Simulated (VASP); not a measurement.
# ZrGa2S2 (P-6m2) in VASP: relaxation of cell and atoms with PBE

Aim: the relaxation of cell and atoms of ZrGa2S2 with PBE.

Program: VASP 6.6.1. These are calculated values, not measurements. Logs are shortened: lines on timing, memory, paths and dates and some standing lists are left out, and cuts for length are marked.

## 1. The cell of the first run

Symmetry: P-6m2, No. 187, hexagonal system. Conventional cell: a = 4.103 Å, b = 4.103 Å, c = 8.024 Å, α = 90.00°, β = 90.00°, γ = 120.00°. Within 3.1 Å of Zr (site symmetry -6m2) lie 3 S at 2.37 Å. Within 3.8 Å of Ga (site symmetry 3m) lie 6 S at 2.89 to 3.35 Å and 1 Ga at 3.30 Å and 3 Zr at 3.35 Å. Within 3.8 Å of S (site symmetry -6m2) lie 6 Ga at 2.89 Å. S (site symmetry -6m2) has 3 Zr at 2.37 Å within 3.1 Å.

The cell was built from a structure type or drawn by symmetry, and may not be a known phase.

## 2. Relaxation of cell and atoms, PBE

INCAR reads:

```
SYSTEM = ZrGa2S2
PREC     = Accurate       ! precision mode
ENCUT    = 600            ! plane-wave cutoff, eV
EDIFF    = 1E-6           ! SCF threshold, eV
ISMEAR   = 0              ! smearing method
SIGMA    = 0.1            ! smearing width, eV
LREAL    = .False.        ! projectors in reciprocal space
LASPH    = .True.         ! aspherical terms in the spheres
NELM     = 100            ! most SCF steps
ALGO     = Normal         ! electronic algorithm
ISIF     = 3              ! what is computed and relaxed
LWAVE    = .False.        ! write WAVECAR
LCHARG   = .False.        ! write CHGCAR
GGA      = PE             ! functional
IBRION   = 2              ! ionic algorithm
NSW      = 100            ! ionic steps
EDIFFG   = -0.01          ! ionic threshold
```

KPOINTS reads:

```
Automatic mesh
0
Gamma
  12 12 6
  0 0 0
```

POSCAR reads:

```
ZrGa2S2
1.0
    4.1033511500      0.0000000000      0.0000000000
   -2.0516755700      3.5536063300      0.0000000000
    0.0000000000      0.0000000000      8.0239985500
Zr Ga S
1 2 2
Direct
    0.6666666700      0.3333333300      0.0000000000
    0.0000000000      0.0000000000      0.7055339800
    0.0000000000      0.0000000000      0.2944660200
    0.6666666700      0.3333333300      0.5000000000
    0.3333333300      0.6666666700      0.0000000000
```

Potentials or basis: VASP PAW PBE potentials, release 64 (Zr_sv, Ga_d, S).

Command:

```console
> cat potpaw_PBE.64/Zr_sv/POTCAR potpaw_PBE.64/Ga_d/POTCAR potpaw_PBE.64/S/POTCAR > POTCAR
> mpirun -np 1 vasp_std > vasp.out
```

OUTCAR:

```text
SYSTEM = ZrGa2S2
   PREC = Accurate
   ENCUT = 600
   EDIFF = 1E-6
   ISMEAR = 0
   LREAL = .False.
   LASPH = .True.
   NELM = 100
   ISIF = 3
   GGA = PE
   IBRION = 2
   NSW = 100
   EDIFFG = -0.01

 ion  position               nearest neighbor table
   1  0.667  0.333  0.000-   5 2.37   5 2.37   5 2.37   2 3.35   3 3.35   2 3.35   3 3.35   2 3.35
                             3 3.35
   2  0.000  0.000  0.706-   1 3.35   1 3.35   1 3.35
   3  0.000  0.000  0.294-   1 3.35   1 3.35   1 3.35
   4  0.667  0.333  0.500-
   5  0.333  0.667  0.000-   1 2.37   1 2.37   1 2.37

  LATTYP: Found a hexagonal cell.
 ALAT       =     4.1033511500
 C/A-ratio  =     1.9554745028

  Lattice vectors:

 A1 = (   4.1033511500,   0.0000000000,   0.0000000000)
 A2 = (  -2.0516755700,   3.5536063300,   0.0000000000)
 A3 = (   0.0000000000,   0.0000000000,   8.0239985500)

Analysis of symmetry for initial positions (statically):
=====================================================================
 Subroutine PRICEL returns:
 Original cell was already a primitive cell.

 Routine SETGRP: Setting up the symmetry group for a
 hexagonal supercell.

 Subroutine GETGRP returns: Found 12 space group operations
 (whereof 12 operations were pure point group operations)
 out of a pool of 24 trial point group operations.

The static configuration has the point symmetry D_3h.

Analysis of symmetry for dynamics (positions and initial velocities):
=====================================================================
 Subroutine PRICEL returns:
 Original cell was already a primitive cell.

 Routine SETGRP: Setting up the symmetry group for a
 hexagonal supercell.

 Subroutine GETGRP returns: Found 12 space group operations
 (whereof 12 operations were pure point group operations)
 out of a pool of 24 trial point group operations.

The dynamic configuration has the point symmetry D_3h.

 Subroutine INISYM returns: Found 12 space group operations
 (whereof 12 operations are pure point group operations),
 and found     1 'primitive' translations

----------------------------------------------------------------------------------------

                                     Primitive cell

  volume of cell :     117.0035

  direct lattice vectors                    reciprocal lattice vectors
     4.103351150  0.000000000  0.000000000     0.243703247  0.140702135  0.000000000
    -2.051675570  3.553606330  0.000000000     0.000000000  0.281404271  0.000000000
     0.000000000  0.000000000  8.023998550     0.000000000  0.000000000  0.124626144

  length of vectors
     4.103351150  4.103351142  8.023998550     0.281404271  0.281404271  0.124626144

  position of ions in fractional coordinates (direct lattice)
     0.666666670  0.333333330  0.000000000
     0.000000000  0.000000000  0.705533980
     0.000000000  0.000000000  0.294466020
     0.666666670  0.333333330  0.500000000
     0.333333330  0.666666670  0.000000000

  ion indices of the primitive-cell ions
   primitive index   ion index
                 1           1
                 2           2
                 3           3
                 4           4
                 5           5

----------------------------------------------------------------------------------------

 KPOINTS: Automatic mesh

Automatic generation of k-mesh.
 Grid dimensions read from file:
 generate k-points for:   12   12    6

 Generating k-lattice:

  Cartesian coordinates                     Fractional coordinates (reciprocal lattice)
     0.020308604  0.011725178  0.000000000     0.083333333  0.000000000  0.000000000
     0.000000000  0.023450356  0.000000000     0.000000000  0.083333333  0.000000000
     0.000000000  0.000000000  0.020771024     0.000000000  0.000000000  0.166666667

  Length of vectors
     0.023450356  0.023450356  0.020771024

  Shift w.r.t. Gamma in fractional coordinates (k-lattice)
     0.000000000  0.000000000  0.000000000

 Subroutine IBZKPT returns following result:
 ===========================================

 Found     76 irreducible k-points:

 Following reciprocal coordinates:
            Coordinates               Weight
  0.000000  0.000000  0.000000      1.000000
  0.083333  0.000000  0.000000      6.000000
  0.166667  0.000000  0.000000      6.000000
  0.250000  0.000000  0.000000      6.000000
  0.333333  0.000000  0.000000      6.000000
  0.416667  0.000000  0.000000      6.000000
[... 16 lines left out ...]
  0.250000  0.000000  0.166667     12.000000
  0.333333  0.000000  0.166667     12.000000
 [... further k-points ...]
   k-points           NKPTS =     76   k-points in BZ     NKDIM =     76   number of bands    NBANDS=     30
   number of dos      NEDOS =    301   number of ions     NIONS =      5
   total plane-waves  NPLWV =  82944
   dimension x,y,z NGX =    36 NGY =   36 NGZ =   64
   dimension x,y,z NGXF=    72 NGYF=   72 NGZF=  128
   ions per type =               1   2   2
   NGX,Y,Z   is equivalent  to a cutoff of  14.59, 14.59, 13.26 a.u.
   NGXF,Y,Z  is equivalent  to a cutoff of  29.17, 29.17, 26.52 a.u.
 SYSTEM =  ZrGa2S2
   PREC   = accura    normal or accurate (medium, high low for compatibility)
   ISTART =      0    job   : 0-new  1-cont  2-samecut
   ICHARG =      2    charge: 1-file 2-atom 10-const
   ISPIN  =      1    spin polarized calculation?
   LNONCOLLINEAR =      F non collinear calculations
   LSORBIT =      F    spin-orbit coupling
   LASPH  =      T    aspherical Exc in radial PAW
   ENCUT  =  600.0 eV  44.10 Ry    6.64 a.u.   8.20  8.20 16.03*2*pi/ulx,y,z
   NELM   =    100;   NELMIN=  2; NELMDL= -5     # of ELM steps
   EDIFF  = 0.1E-05   stopping-criterion for ELM
   LREAL  =      F    real-space projection
   EDIFFG = -.1E-01   stopping-criterion for IOM
   NSW    =    100    number of steps for IOM
   IBRION =      2    ionic relax: 0-MD 1-quasi-New 2-CG
   NFREE  =      1    steps in history (QN), initial steepest desc. (CG)
   ISIF   =      3    stress and relaxation
   ISYM   =      2    0-nonsym 1-usesym 2-fastsym
   POTIM  = 0.5000    time-step for ionic-motion
   TEBEG  =    0.0;   TEEND  =   0.0 temperature during run
   PSTRESS=    0.0 pullay stress
   NELECT =      50.0000    total number of electrons
   NUPDOWN=      -1.0000    fix difference up-down
   EMIN   =  10.00;   EMAX   =-10.00  energy-range for DOS
   EFERMI =   0.00;   METHOD = LEGACY
   ISMEAR =     0;   SIGMA  =   0.10  broadening in eV -4-tet -1-fermi 0-gaus
   EFERMI_NEDOS =   21; number of points for ismear=-14 and -15
   IALGO  =     38    algorithm
   IMIX   =      4    mixing-type and parameters
     AMIX     =   0.40;   BMIX     =  1.00
     AMIX_MAG =   1.60;   BMIX_MAG =  1.00
  volume/ion in A,a.u.               =      23.40       157.92
  Fermi-wavevector in a.u.,A,eV,Ry     =   1.233101  2.330222 20.688167  1.520537
  Thomas-Fermi vector in A             =   2.367844
   LORBIT       =      0    0 simple, 1 ext, 2 COOP (PROOUT), +10 PAW based schemes
   GGA     = PE    functional components
   LHFCALC =     F    Hartree Fock is set to
   AEXX    =    0.0000 exact exchange contribution
   IVDW    =     0    specifies the selected vdW correction
   LEPSILON=     F    determine dielectric tensor
   LRPA    =     F    only Hartree local field effects (RPA)
 conjugate gradient relaxation of ions
 non-spin polarized calculation
 Gauss-broadening in eV      SIGMA  =   0.10
  energy-cutoff  :      600.00
  volume of cell :      117.00
 maximum number of plane-waves:      3944
 NGX is ok and might be reduce to    36
   NGX = 17   NGY = 17   NGZ = 33

--------------------------------------- Ionic step        1  -------------------------------------------

 number of electron      49.9999997 magnetization

 Free energy of the ion-electron system (eV)
  ---------------------------------------------------
  ext. energy  EPLUGINS =         0.00000000
  ---------------------------------------------------
  free energy    TOTEN  =       -23.87718977 eV

  energy without entropy =      -23.85986734  energy(sigma->0) =      -23.86852855

------------------------ aborting loop because EDIFF is reached ----------------------------------------

  FORCE on cell =-STRESS in cart. coord.  units (eV):
  Direction    XX          YY          ZZ          XY          YZ          ZX
  --------------------------------------------------------------------------------------
  -------------------------------------------------------------------------------------
  Total        1.8275790      1.8275790     -2.5936712      0.0000000     -0.0000000      0.0000000
  in kB       25.0257965     25.0257964    -35.5162139      0.0000000     -0.0000000      0.0000000
  external PRESSURE =       4.8451263 kB  Pullay stress =       0.0000000 kB
[... 98 lines left out ...]
  FREE ENERGIE OF THE ION-ELECTRON SYSTEM (eV)
  ---------------------------------------------------
  free  energy   TOTEN  =       -24.0500644973 eV

  energy  without entropy=      -24.0295139743  energy(sigma->0) =      -24.03978924

 E-fermi :   5.3350     XC(G=0):  -9.7105

 val. band max:        5.3268278607   @ k =   0.1667   0.0000   0.1667
 cond. band min:       5.3562853184   @ k =   0.1667   0.0000   0.0000
 fundamental gap:      0.0294574577
 Fermi energy:         5.3349522995

 k-point     1 :       0.0000    0.0000    0.0000
  band No.  band energies     occupation
      1     -44.5332      2.00000
      2     -22.5952      2.00000
      3     -22.5952      2.00000
      4     -22.5811      2.00000
      5      -9.8108      2.00000
      6      -9.7661      2.00000
[... 781 lines left out ...]
     29       6.8642      0.00000
     30       7.5659      0.00000

 [... further k-points ...]

[... ionic steps 4 to 29 ...]

--------------------------------------- Ionic step       30  -------------------------------------------

 number of electron      49.9999995 magnetization

------------------------ aborting loop because EDIFF is reached ----------------------------------------
[... 73 lines left out ...]
--------------------------------------- Ionic step       32  -------------------------------------------

 number of electron      49.9999994 magnetization

 Free energy of the ion-electron system (eV)
  ---------------------------------------------------
  ext. energy  EPLUGINS =         0.00000000
  ---------------------------------------------------
  free energy    TOTEN  =       -24.92965604 eV

  energy without entropy =      -24.91508701  energy(sigma->0) =      -24.92237153

 E-fermi :   6.6152     XC(G=0): -10.4481

 val. band max:        6.6048861312   @ k =   0.0833   0.0833   0.1667
 cond. band min:       6.6173177022   @ k =   0.1667   0.1667   0.1667
 fundamental gap:      0.0124315710
 Fermi energy:         6.6151924888

 k-point     1 :       0.0000    0.0000    0.0000
  band No.  band energies     occupation
      1     -43.1558      2.00000
      2     -21.2237      2.00000
      3     -21.2237      2.00000
      4     -21.1845      2.00000
      5      -8.6973      2.00000
      6      -8.5263      2.00000
[... 781 lines left out ...]
     29       8.5584      0.00000
     30       9.3114      0.00000

 [... further k-points ...]

------------------------ aborting loop because EDIFF is reached ----------------------------------------

  FORCE on cell =-STRESS in cart. coord.  units (eV):
  Direction    XX          YY          ZZ          XY          YZ          ZX
  --------------------------------------------------------------------------------------
  -------------------------------------------------------------------------------------
  Total       -0.0289097     -0.0289097     -0.0323968     -0.0000000      0.0000000     -0.0000000
  in kB       -0.4644116     -0.4644116     -0.5204303     -0.0000000      0.0000000     -0.0000000
  external PRESSURE =      -0.4830845 kB  Pullay stress =       0.0000000 kB
[... 20 lines left out ...]
  FREE ENERGIE OF THE ION-ELECTRON SYSTEM (eV)
  ---------------------------------------------------
  free  energy   TOTEN  =       -24.9296560394 eV

  energy  without entropy=      -24.9150870133  energy(sigma->0) =      -24.92237153

 reached required accuracy - stopping structural energy minimisation
```

It took 83 min on 1 thread of Intel Xeon 6975P-C (Granite Rapids), shared host; peak memory 0.54 GiB.

Results:

```
Free energy                           : -24.9297 eV
Relaxed volume                        : 19.95 Å³/atom
Relaxed cell                          : a = 4.614 Å, b = 4.614 Å, c = 5.409 Å, α = 90.00°, β = 90.00°, γ = 120.00°
Space group after relaxing (to 0.1 Å) : P-6m2 (No. 187)
Energy gained by relaxing             : 210.5 meV/atom
Ionic steps                           : 32
Pressure after relaxing               : 0.0 GPa
Band gap on the k mesh                : zero (bands 25 and 26 overlap by 2.21 eV)
```

The path:
```
step  energy change (eV)  largest force (eV/Å)  pressure (GPa)  volume (Å³)
   1              0.0000                0.2382            0.48       117.00
   2             -0.1019                0.0792           -1.11       118.13
   3             -0.1729                0.0107           -3.22       119.62
   4             -0.2563                0.0144           -2.68       116.73
   5             -0.5160                0.0696           -0.54       107.99
   6             -0.2929                3.7917           12.60        90.10
   7             -0.6222                0.2140            0.81       104.13
   8             -0.7001                1.1257            4.78        97.16
   9             -0.7036                0.7549            3.39        99.10
  10             -0.7055                0.8655            3.82        98.45
  11             -0.7405                1.1805            4.23        97.44
  12             -0.7511                1.5951            4.90        96.37
  13             -0.8242                1.4626            3.79        97.18
  14             -0.9564                1.1576            1.04        99.52
  15             -0.9655                0.9858           -1.99       103.79
  16             -0.9883                1.0188           -1.19       102.24
  17             -0.9890                1.0462           -0.79       101.67
  18             -1.0266                0.5723           -0.80       101.28
  19             -1.0458                0.0228           -0.71       100.72
  20             -1.0459                0.0003           -0.67       100.70
  21             -1.0486                0.0148           -0.29       100.10
  22             -1.0495                0.0239           -0.01        99.71
  23             -1.0491                0.0422            0.58        98.95
  24             -1.0497                0.0299            0.16        99.46
  25             -1.0504                0.0394            0.14        99.50
  26             -1.0517                0.0627            0.12        99.60
  27             -1.0514                0.1147            0.03        99.79
  28             -1.0520                0.0829            0.04        99.68
  29             -1.0524                0.0101           -0.04        99.80
  30             -1.0524                0.0022           -0.06        99.81
  31             -1.0525                0.0012            0.08        99.70
  32             -1.0525                0.0008           -0.05        99.74
```

Final structure:
```yaml
crystal:
  lattice:
    - [4.61435, 0.00000, 0.00000]
    - [-2.30718, 3.99615, 0.00000]
    - [0.00000, 0.00000, 5.40877]
  atoms:
    - { symbol: Zr, position: [0.66667, 0.33333, 0.00000] }
    - { symbol: Ga, position: [0.00000, 0.00000, 0.72382] }
    - { symbol: Ga, position: [0.00000, 0.00000, 0.27618] }
    - { symbol: S, position: [0.66667, 0.33333, 0.50000] }
    - { symbol: S, position: [0.33333, 0.66667, 0.00000] }
```

Levels at points of the mesh, in eV from the Fermi level:
| k point | band 23 | band 24 | band 25 | band 26 | band 27 | band 28 |
| --- | --- | --- | --- | --- | --- | --- |
| (0.00, 0.00, 0.00) | -2.12 | -1.81 | -0.24 | -0.24 | 0.45 | 1.55 |
| (0.50, 0.00, 0.00) | -2.18 | -1.75 | -0.95 | -0.94 | 0.23 | 1.69 |
| (0.00, 0.00, 0.50) | -3.62 | -2.32 | 1.27 | 1.27 | 1.41 | 1.41 |
| (0.50, 0.00, 0.50) | -2.89 | -1.10 | -0.12 | 1.00 | 1.18 | 1.87 |

Caveat: a cell axis changed by over 15 % at a fixed basis, so the end point is rough.
